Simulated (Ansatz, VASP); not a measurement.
Ge in VASP and in Ansatz

POSCAR

```
Ge
1.0
    0.0000000000      2.1162369513      2.1162369513
    2.1162369513      0.0000000000      2.1162369513
    2.1162369513      2.1162369513      0.0000000000
Ge
1
Direct
    0.0000000000      0.0000000000      0.0000000000
```

File INCAR.step1:

```
SYSTEM = Ge
ALGO = Normal
EDIFF = 1E-4
ENCUT = 520
GGA = PE
GGA_COMPAT = .False.
ISMEAR = -1
LASPH = .True.
LCHARG = .False.
LREAL = .False.
LSORBIT = .True.
LWAVE = .True.
MAGMOM = 0 0 0
NBANDS = 25
NELM = 150
PREC = Accurate
SIGMA = 0.1
```

INCAR.step2

```
SYSTEM = Ge
ALGO = Normal
EDIFF = 1E-6
ENCUT = 520
GGA_COMPAT = .False.
ISIF = 2
ISMEAR = -1
ISTART = 1
LASPH = .True.
LCHARG = .True.
LMIXTAU = .True.
LORBIT = 11
LORBMOM = .True.
LREAL = .False.
LSORBIT = .True.
LVHAR = .True.
LWAVE = .False.
MAGMOM = 0 0 0
METAGGA = R2SCAN
NBANDS = 25
NELM = 150
PREC = Accurate
SIGMA = 0.1
```

File KPOINTS:

```
k-points
0
Gamma
  13 13 13
  0 0 0
```

Input for Ansatz:

```yaml
crystal:
  lattice:
    - [0.0, 2.1162369513, 2.1162369513]
    - [2.1162369513, 0.0, 2.1162369513]
    - [2.1162369513, 2.1162369513, 0.0]
  atoms:
    - { symbol: Ge, position: [0.0, 0.0, 0.0] }
hamiltonian:
  xc: r2scan
  pseudopotentials:
    kind: paw_fr
    azcp:
      Ge: "pseudopotentials/Ge.paw.azcp"
basis:
  ecutwfc: 500
  fft_grid_basis: typed
kpoints:
  mp_grid: { grid: [13, 13, 13], shift: [0, 0, 0] }
magnetization:
  noncollinear: true
  spin_orbit: true
scf:
  occupations: { method: fermi_dirac, width: 0.1 }
```

Alike in both runs: task single point; functional r2SCAN; k mesh 13 × 13 × 13; occupations fermi-dirac, width 0.1 eV; non-collinear spin, spin-orbit coupling.

```csv
,VASP,Ansatz
version,VASP 6.6.1,Ansatz 0.2.0
potentials or method,"VASP PAW PBE potentials, release 64 (Ge_d), cutoff 520 eV","plane waves (500 eV) with PAW, fully relativistic with spin-orbit coupling"
valence electrons in the cell,14,14
```

|  | VASP | Ansatz | Ansatz less VASP |
| --- | --- | --- | --- |
| net moment per atom (μB) | 0.00 | 0.00 | 0.000 |

VASP's potentials were made for PBE, not for r2SCAN. With one functional, cell and mesh, what is left measures potentials, basis and numerics.
